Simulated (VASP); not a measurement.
Bi, 1 atom in the cell. It takes space group Im-3m (No. 229, cubic). The conventional cell has a = 3.963 Å, b = 3.963 Å, c = 3.963 Å, α = 90.00°, β = 90.00°, γ = 90.00°. Bi (site symmetry m-3m) has 14 Bi at 3.43 to 3.96 Å within 4.5 Å. This isn't the form of Bi at room conditions, which is rhombohedral.

```yaml
Program: VASP 6.6.1
Task: vibrations by perturbation theory
Functional: b88 exchange, pbe correlation
Potentials_or_basis: VASP PAW PBE potentials, release 64 (Bi_d)
Cutoff: 500 eV
k_mesh: 8 × 8 × 8
Occupations: fermi-dirac, width 0.01 eV
Spin: no spin polarisation
Dipole_correction: no
Further_INCAR_settings: ALGO = Normal; EDIFF = 1e-08; NBANDS = 14; IBRION = 8; NSW = 1
```

Potentials or basis: VASP PAW PBE potentials, release 64 (Bi_d).

Launch:

```sh
$ cat potpaw_PBE.64/Bi_d/POTCAR > POTCAR
$ mpirun -np 1 vasp_std > vasp.out
```

Hardware: 1 thread of Intel(R) Xeon(R) 6975P-C (Granite Rapids), with other jobs on the host.

**Question.** Estimate the wall time of this run.

**Answer.** Wall time 31 s on 1 thread of Intel(R) Xeon(R) 6975P-C (Granite Rapids) (shared host), peak memory 0.19 GiB. Counts: scf iterations 28, k points 29.
